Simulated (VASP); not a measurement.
# Mo2S5 in VASP: single point with PBEsol

Aim: the single point of Mo2S5 with PBEsol.

Everything below comes from runs of VASP 6.6.1. Logs are shortened: lines on timing, memory, paths and dates and some standing lists are left out, and cuts for length are marked.

### 1 The cell of the first run

The cell holds a slab with vacuum, 14 atoms: a = 3.120 Å, b = 6.347 Å, c = 27.053 Å, α = 90.00°, β = 90.00°, γ = 104.23°.

### 2 Single point, PBEsol

Contents of INCAR:

```
SYSTEM = Mo2S5
ALGO = Fast
DIPOL = 0.5 0.5 0.500
EDIFF = 1E-6
ENCUT = 520
GGA = PS
IDIPOL = 3
ISIF = 2
ISMEAR = 0
ISYM = 0
LASPH = .TRUE.
LCHARG = .FALSE.
LDIPOL = .TRUE.
LREAL = .FALSE.
LWAVE = .FALSE.
NBANDS = 71
NELM = 60
PREC = Accurate
SIGMA = 0.1
```

Contents of KPOINTS:

```
k-points
0
G
  11 6 1
  0 0 0
```

Contents of POSCAR:

```
Mo2S5
1.0
    3.1204068993      0.0000000000      0.0000000000
   -1.5602034497      6.1523258037      0.0000000000
    0.0000000000      0.0000000000     27.0528261619
S Mo
10 4
Direct
    0.6394337340      0.2788674679      0.2772353600
    0.8927216589      0.7854433178      0.3275039523
    0.1715891268      0.3431782537      0.3760505319
    0.4248770518      0.8497541035      0.4263191242
    0.7037445197      0.4074890394      0.4748657039
    0.9570324446      0.9140648892      0.5251342961
    0.2358999126      0.4717998251      0.5736808758
    0.4891878375      0.9783756750      0.6239494681
    0.7680553054      0.5361106108      0.6724960477
    0.0213432303      0.0426864607      0.7227646400
    0.5321553929      0.0643107857      0.3517772421
    0.0643107857      0.1286215714      0.4505924140
    0.5964661786      0.1929323572      0.5494075860
    0.1286215714      0.2572431429      0.6482227579
```

Potentials or basis: VASP PAW PBE potentials, release 64 (S, Mo_sv).

The run is started by

```sh
$ cat potpaw_PBE.64/S/POTCAR potpaw_PBE.64/Mo_sv/POTCAR > POTCAR
$ mpirun -np 1 vasp_std > vasp.out
```

OUTCAR:

```text
SYSTEM = Mo2S5
   EDIFF = 1E-6
   ENCUT = 520
   GGA = PS
   ISIF = 2
   ISMEAR = 0
   ISYM = 0
   LASPH = .TRUE.
   LREAL = .FALSE.
   NELM = 60
   PREC = Accurate

 ion  position               nearest neighbor table
   1  0.639  0.279  0.277-  11 2.41
   2  0.893  0.785  0.328-  11 2.41  11 2.41
   3  0.172  0.343  0.376-  11 2.41  12 2.41  11 2.41
   4  0.425  0.850  0.426-  12 2.41  12 2.41  11 2.41
   5  0.704  0.407  0.475-  13 2.41  12 2.41  12 2.41
   6  0.957  0.914  0.525-  12 2.41  13 2.41  13 2.41
   7  0.236  0.472  0.574-  13 2.41  13 2.41  14 2.41
   8  0.489  0.978  0.624-  14 2.41  14 2.41  13 2.41
   9  0.768  0.536  0.672-  14 2.41  14 2.41
  10  0.021  0.043  0.723-  14 2.41
  11  0.532  0.064  0.352-   2 2.41   2 2.41   3 2.41   1 2.41   4 2.41   3 2.41  12 3.12  12 3.12

  12  0.064  0.129  0.451-   4 2.41   4 2.41   6 2.41   3 2.41   5 2.41   5 2.41  11 3.12  11 3.12
                            13 3.12  13 3.12
  13  0.596  0.193  0.549-   7 2.41   7 2.41   5 2.41   8 2.41   6 2.41   6 2.41  14 3.12  14 3.12
                            12 3.12  12 3.12
  14  0.129  0.257  0.648-   8 2.41   9 2.41   9 2.41   8 2.41   7 2.41  10 2.41  13 3.12  13 3.12

IMPORTANT INFORMATION: All symmetrisations will be switched off!
NOSYMM: (Re-)initialisation of all symmetry stuff for point group C_1.

----------------------------------------------------------------------------------------

                                     Primitive cell

  volume of cell :     519.3537

  direct lattice vectors                    reciprocal lattice vectors
     3.120406899  0.000000000  0.000000000     0.320471026  0.081270078  0.000000000
    -1.560203450  6.152325804  0.000000000     0.000000000  0.162540157  0.000000000
     0.000000000  0.000000000 27.052826162     0.000000000  0.000000000  0.036964715

  length of vectors
     3.120406899  6.347073940 27.052826162     0.330615341  0.162540157  0.036964715

  position of ions in fractional coordinates (direct lattice)
     0.639433734  0.278867468  0.277235360
     0.892721659  0.785443318  0.327503952
     0.171589127  0.343178254  0.376050532
     0.424877052  0.849754103  0.426319124
     0.703744520  0.407489039  0.474865704
     0.957032445  0.914064889  0.525134296
     0.235899913  0.471799825  0.573680876
     0.489187837  0.978375675  0.623949468
     0.768055305  0.536110611  0.672496048
     0.021343230  0.042686461  0.722764640
     0.532155393  0.064310786  0.351777242
     0.064310786  0.128621571  0.450592414
     0.596466179  0.192932357  0.549407586
     0.128621571  0.257243143  0.648222758

  ion indices of the primitive-cell ions
   primitive index   ion index
                 1           1
                 2           2
                 3           3
                 4           4
                 5           5
                 6           6
                 7           7
                 8           8
                 9           9
                10          10
                11          11
                12          12
                13          13
                14          14

----------------------------------------------------------------------------------------

 KPOINTS: k-points

Automatic generation of k-mesh.
 Grid dimensions read from file:
 generate k-points for:   11    6    1

 Generating k-lattice:

  Cartesian coordinates                     Fractional coordinates (reciprocal lattice)
     0.029133730  0.007388189  0.000000000     0.090909091  0.000000000  0.000000000
     0.000000000  0.027090026  0.000000000     0.000000000  0.166666667  0.000000000
     0.000000000  0.000000000  0.036964715     0.000000000  0.000000000  1.000000000

  Length of vectors
     0.030055940  0.027090026  0.036964715

  Shift w.r.t. Gamma in fractional coordinates (k-lattice)
     0.000000000  0.000000000  0.000000000

 -----------------------------------------------------------------------------
|                                                                             |
|           W    W    AA    RRRRR   N    N  II  N    N   GGGG   !!!           |
|           W    W   A  A   R    R  NN   N  II  NN   N  G    G  !!!           |
|           W    W  A    A  R    R  N N  N  II  N N  N  G       !!!           |
|           W WW W  AAAAAA  RRRRR   N  N N  II  N  N N  G  GGG   !            |
[... 20 lines left out ...]

 Following reciprocal coordinates:
            Coordinates               Weight
  0.000000  0.000000  0.000000      1.000000
  0.090909 -0.000000  0.000000      2.000000
  0.181818  0.000000  0.000000      2.000000
  0.272727  0.000000  0.000000      2.000000
  0.363636  0.000000  0.000000      2.000000
  0.454545  0.000000  0.000000      2.000000
[... 16 lines left out ...]
  0.454545  0.333333  0.000000      2.000000
 -0.454545  0.333333  0.000000      2.000000
 [... further k-points ...]
   k-points           NKPTS =     34   k-points in BZ     NKDIM =     34   number of bands    NBANDS=     71
   number of dos      NEDOS =    301   number of ions     NIONS =     14
   total plane-waves  NPLWV = 241920
   dimension x,y,z NGX =    24 NGY =   48 NGZ =  210
   dimension x,y,z NGXF=    48 NGYF=   96 NGZF=  420
   ions per type =              10   4
   NGX,Y,Z   is equivalent  to a cutoff of  12.79, 12.57, 12.90 a.u.
   NGXF,Y,Z  is equivalent  to a cutoff of  25.57, 25.14, 25.81 a.u.
 SYSTEM =  Mo2S5
   PREC   = accura    normal or accurate (medium, high low for compatibility)
   ISTART =      0    job   : 0-new  1-cont  2-samecut
   ICHARG =      2    charge: 1-file 2-atom 10-const
   ISPIN  =      1    spin polarized calculation?
   LNONCOLLINEAR =      F non collinear calculations
   LSORBIT =      F    spin-orbit coupling
   LASPH  =      T    aspherical Exc in radial PAW
   ENCUT  =  520.0 eV  38.22 Ry    6.18 a.u.   5.80 11.80 50.30*2*pi/ulx,y,z
   NELM   =     60;   NELMIN=  2; NELMDL= -5     # of ELM steps
   EDIFF  = 0.1E-05   stopping-criterion for ELM
   LREAL  =      F    real-space projection
   EDIFFG = 0.1E-04   stopping-criterion for IOM
   NSW    =      0    number of steps for IOM
   IBRION =     -1    ionic relax: 0-MD 1-quasi-New 2-CG
   NFREE  =      0    steps in history (QN), initial steepest desc. (CG)
   ISIF   =      2    stress and relaxation
   ISYM   =      0    0-nonsym 1-usesym 2-fastsym
   POTIM  = 0.5000    time-step for ionic-motion
   TEBEG  =    0.0;   TEEND  =   0.0 temperature during run
   PSTRESS=    0.0 pullay stress
   NELECT =     116.0000    total number of electrons
   NUPDOWN=      -1.0000    fix difference up-down
   EMIN   =  10.00;   EMAX   =-10.00  energy-range for DOS
   EFERMI =   0.00;   METHOD = LEGACY
   ISMEAR =     0;   SIGMA  =   0.10  broadening in eV -4-tet -1-fermi 0-gaus
   EFERMI_NEDOS =   21; number of points for ismear=-14 and -15
   IALGO  =     68    algorithm
   IMIX   =      4    mixing-type and parameters
     AMIX     =   0.40;   BMIX     =  1.00
     AMIX_MAG =   1.60;   BMIX_MAG =  1.00
  volume/ion in A,a.u.               =      37.10       250.34
  Fermi-wavevector in a.u.,A,eV,Ry     =   0.993283  1.877033 13.423665  0.986612
  Thomas-Fermi vector in A             =   2.125154
   LORBIT       =      0    0 simple, 1 ext, 2 COOP (PROOUT), +10 PAW based schemes
   GGA     = PS    functional components
   LHFCALC =     F    Hartree Fock is set to
   AEXX    =    0.0000 exact exchange contribution
   IVDW    =     0    specifies the selected vdW correction
   LEPSILON=     F    determine dielectric tensor
   LRPA    =     F    only Hartree local field effects (RPA)
 non-spin polarized calculation
 RMM-DIIS sequential band-by-band and
 Gauss-broadening in eV      SIGMA  =   0.10
  energy-cutoff  :      520.00
  volume of cell :      519.35
 maximum number of plane-waves:     14027
   NGX = 11   NGY = 23   NGZ =101

 dipolmoment           0.000000      0.000000      0.000005 electrons x Angstroem

 number of electron     116.0000001 magnetization

 dipolmoment           0.000000      0.000000     -0.000004 electrons x Angstroem

 Free energy of the ion-electron system (eV)
  ---------------------------------------------------
  ext. energy  EPLUGINS =         0.00000000
  ---------------------------------------------------
  free energy    TOTEN  =       -95.92838683 eV

  energy without entropy =      -95.88477511  energy(sigma->0) =      -95.90658097

 E-fermi :   0.0868     XC(G=0):  -5.8042

 val. band max:        0.0865202444   @ k =  -0.1818   0.3333   0.0000
 cond. band min:       0.0926273844   @ k =   0.1818   0.1667   0.0000
 fundamental gap:      0.0061071399
 Fermi energy:         0.0867595587

 k-point     1 :       0.0000    0.0000    0.0000
  band No.  band energies     occupation
      1     -61.3603      2.00000
      2     -61.3395      2.00000
      3     -61.3154      2.00000
      4     -61.3117      2.00000
      5     -35.7202      2.00000
      6     -35.5661      2.00000
[... 1741 lines left out ...]
     69       2.7143      0.00000
     70       3.2798      0.00000

 [... further k-points ...]

 [bands above 70 left out]

------------------------ aborting loop because EDIFF is reached ----------------------------------------

 vacuum level on the upper side and lower side of the slab       (xc-potential included)        -0.163        -0.162

  FORCE on cell =-STRESS in cart. coord.  units (eV):
  Direction    XX          YY          ZZ          XY          YZ          ZX
  --------------------------------------------------------------------------------------
  -------------------------------------------------------------------------------------
  Total       -3.7248579     -8.9073924     -2.3990760     -0.0005755      1.9636312     -0.0015404
  in kB      -11.4909807    -27.4788130     -7.4010168     -0.0017754      6.0576936     -0.0047521
  external PRESSURE =     -15.4569368 kB  Pullay stress =       0.0000000 kB

 VOLUME and BASIS-vectors are now :
 -----------------------------------------------------------------------------
  energy-cutoff  :      520.00
  volume of cell :      519.35
      direct lattice vectors                 reciprocal lattice vectors
     3.120406899  0.000000000  0.000000000     0.320471026  0.081270078  0.000000000
    -1.560203450  6.152325804  0.000000000     0.000000000  0.162540157  0.000000000
     0.000000000  0.000000000 27.052826162     0.000000000  0.000000000  0.036964715

 POSITION                                       TOTAL-FORCE (eV/Angst)
 -----------------------------------------------------------------------------------
      1.56020      1.71568      7.50000        -0.000066     -0.960105      1.028697
      1.56020      4.83230      8.85991         0.000037      1.082426      0.104902
     -0.00000      2.11134     10.17323        -0.000323     -0.235411     -0.113748
      0.00000      5.22796     11.53314         0.000191      0.091440      0.194213
      1.56020      2.50701     12.84646        -0.000083     -0.109402     -0.115290
      1.56020      5.62363     14.20637        -0.000014      0.109366      0.115279
      0.00000      2.90267     15.51969        -0.000032     -0.091425     -0.194167
     -0.00000      6.01929     16.87960         0.000428      0.235447      0.113828
      1.56020      3.29833     18.19292        -0.000201     -1.082422     -0.104889
     -0.00000      0.26262     19.55283         0.000076      0.960062     -1.028767
      1.56020      0.39566      9.51657         0.000542      0.085864     -1.475562
     -0.00000      0.79132     12.18980        -0.000271      0.067408      0.332050
      1.56020      1.18698     14.86303         0.000363     -0.067214     -0.332099
     -0.00000      1.58264     17.53626        -0.000648     -0.086034      1.475552
 -----------------------------------------------------------------------------------
    total drift:                               -0.000192      0.000061      0.000120

  FREE ENERGIE OF THE ION-ELECTRON SYSTEM (eV)
  ---------------------------------------------------
  free  energy   TOTEN  =       -95.9283868264 eV

  energy  without entropy=      -95.8847751148  energy(sigma->0) =      -95.90658097

 vacuum level on the upper side and lower side of the slab         6.243         6.242
```

It took 1.9 h on 1 thread of Oxide Virtual Turin-like, shared host; peak memory 1.1 GiB.

What came out:

* Free energy: -95.9284 eV
* Largest force: 1.478 eV/Å
* Band gap on the k mesh: zero (bands 58 and 59 overlap by 0.05 eV)

Forces in eV/Å, atoms in the order of the input:
```
S    0.000 -0.960  1.029
S    0.000  1.082  0.105
S    0.000 -0.235 -0.114
S    0.000  0.091  0.194
S    0.000 -0.109 -0.115
S    0.000  0.109  0.115
S    0.000 -0.091 -0.194
S    0.000  0.235  0.114
S    0.000 -1.082 -0.105
S    0.000  0.960 -1.029
Mo   0.001  0.086 -1.476
Mo   0.000  0.067  0.332
Mo   0.000 -0.067 -0.332
Mo  -0.001 -0.086  1.476
```

Levels at points of the mesh, in eV from the Fermi level:
```csv
k point,band 56,band 57,band 58,band 59,band 60,band 61
"(0.00, 0.00, 0.00)",-0.28,-0.09,-0.07,0.07,0.19,0.63
"(0.00, 0.50, 0.00)",-0.28,-0.26,-0.23,-0.04,0.51,0.67
```

Caveat: the PAW data sets were made with another functional, which shifts forces and pressure a little.
